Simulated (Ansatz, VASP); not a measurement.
## Two plane-wave programs on ZnO

Contents of POSCAR:

```
ZnO
1.0
    3.2309721498      0.0000000000      0.0000000000
   -1.6154860749      2.7981039606      0.0000000000
    0.0000000000      0.0000000000      5.2154102488
Zn O
2 2
Direct
    0.3333333333      0.6666666667      0.0020260005
    0.6666666667      0.3333333333      0.5020260005
    0.3333333333      0.6666666667      0.3809739995
    0.6666666667      0.3333333333      0.8809739995
```

File INCAR.step1:

```
SYSTEM = ZnO
ALGO = Normal
EDIFF = 1E-4
ENCUT = 520
GGA = PE
ISMEAR = 0
LASPH = .TRUE.
LCHARG = .FALSE.
LREAL = .FALSE.
LWAVE = .TRUE.
NBANDS = 26
NELM = 80
PREC = Accurate
SIGMA = 0.02
```

INCAR.step2

```
SYSTEM = ZnO
ALGO = Normal
EDIFF = 1E-6
ENCUT = 520
ISIF = 2
ISMEAR = 0
ISTART = 1
LASPH = .TRUE.
LCHARG = .FALSE.
LMIXTAU = .TRUE.
LREAL = .FALSE.
LWAVE = .FALSE.
METAGGA = R2SCAN
NBANDS = 26
NELM = 80
PREC = Accurate
SIGMA = 0.02
```

File KPOINTS:

```
k-points
0
G
  9 9 6
  0 0 0
```

Input for Ansatz:

```yaml
crystal:
  lattice:
    - [3.2309721498, 0.0, 0.0]
    - [-1.6154860749, 2.7981039606, 0.0]
    - [0.0, 0.0, 5.2154102488]
  atoms:
    - { symbol: Zn, position: [0.3333333333, 0.6666666667, 0.0020260005] }
    - { symbol: Zn, position: [0.6666666667, 0.3333333333, 0.5020260005] }
    - { symbol: O, position: [0.3333333333, 0.6666666667, 0.3809739995] }
    - { symbol: O, position: [0.6666666667, 0.3333333333, 0.8809739995] }
basis:
  ecutwfc: 500
kpoints:
  mp_grid: { grid: [9, 9, 6] }
hamiltonian:
  xc: r2scan
  pseudopotentials: { kind: paw, azcp: { folder: soft_1 } }
scf:
  occupations: { method: gaussian, width: 0.02 }
output:
  forces: true
  stress: true
  eigenvalues: true
```

Alike in both runs: task single point; functional r2SCAN; k mesh 9 × 9 × 6; occupations gaussian, width 0.02 eV; no spin polarisation.

```csv
,VASP,Ansatz
version,VASP 6.6.1,Ansatz 0.2.0
potentials or method,"VASP PAW PBE potentials, release 64 (Zn, O), cutoff 520 eV","scalar-relativistic, plane waves, PAW"
valence electrons in the cell,36,36
```

VASP gave:

- gap on the k mesh at the Fermi level (eV): 1.24
- least direct gap on the mesh (eV): 1.24
- pressure (GPa): 1.2
- traceless stress, the component that is largest in VASP (GPa): -0.07
- rms of the force components (eV/Å): 0.008

Question: What did Ansatz give for the same quantities?

Answer: gap on the k mesh at the Fermi level (eV): 1.23; least direct gap on the mesh (eV): 1.23; pressure (GPa): 0.3; traceless stress, the component that is largest in VASP (GPa): -0.10; rms of the force components (eV/Å): 0.003.

VASP's potentials were made for PBE, not for r2SCAN. Atom by atom the forces differ by 0.005 eV/Å (rms over components).
